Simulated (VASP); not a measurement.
Write the native input for VASP 6.6.1 that does the following.

```yaml
Task: single point
Functional: RPBE
Potentials_or_basis: VASP PAW PBE potentials, release 64 (Hf_pv)
Cutoff: 520 eV
k_mesh: 12 × 12 × 11
Occupations: fermi-dirac, width 0.1 eV
Spin: no spin polarisation
Dipole_correction: no
Further_INCAR_settings: ALGO = Normal; EDIFF = 1e-07; NBANDS = 17
```

The structure of Hf lies in POSCAR:

```
Hf
1.0
   -3.4291653750      3.8960686600      1.5245346022
    3.8960686600     -3.4291653750      1.5245346022
    2.1802463288      2.1802463288     -0.6694003807
Hf
2
Direct
    0.0203994554      0.9796005446      0.0000000000
    0.7296005446      0.2703994554      0.5000000000
```

This cell differs from its parent crystal: volume scaled by 1.04.

One way to write it, as run:

INCAR

```
SYSTEM = Hf
PREC = Accurate
ENCUT = 520
EDIFF = 1E-7
ISMEAR = -1
SIGMA = 0.1
LREAL = .FALSE.
LASPH = .TRUE.
NELM = 80
ALGO = Normal
ISIF = 2
LWAVE = .FALSE.
LCHARG = .FALSE.
GGA = RP
NBANDS = 17
```

KPOINTS

```
Automatic mesh
0
G
  12 12 11
  0 0 0
```

Potentials or basis: VASP PAW PBE potentials, release 64 (Hf_pv).

Command:

```console
$ cat potpaw_PBE.64/Hf_pv/POTCAR > POTCAR
$ mpirun -np 1 vasp_std > vasp.out
```

It gave:

```json
{
 "Pressure": "-3.9 GPa",
 "Largest force": "0.266 eV/Å",
 "Band gap on the k mesh": "zero (band 10 reaches 4.38 eV, above the bottom of band 11 at 3.44 eV)"
}
```

Caveat: the PAW data sets were made with another functional, which shifts forces and pressure a little; spin-orbit coupling is left out, which moves the levels of the heavy elements.

It took 8.3 min on 1 thread of Intel(R) Xeon(R) Platinum 8259CL CPU @ 2.50GHz (Skylake/Cascade Lake), on a shared host, peak memory 0.43 GiB.
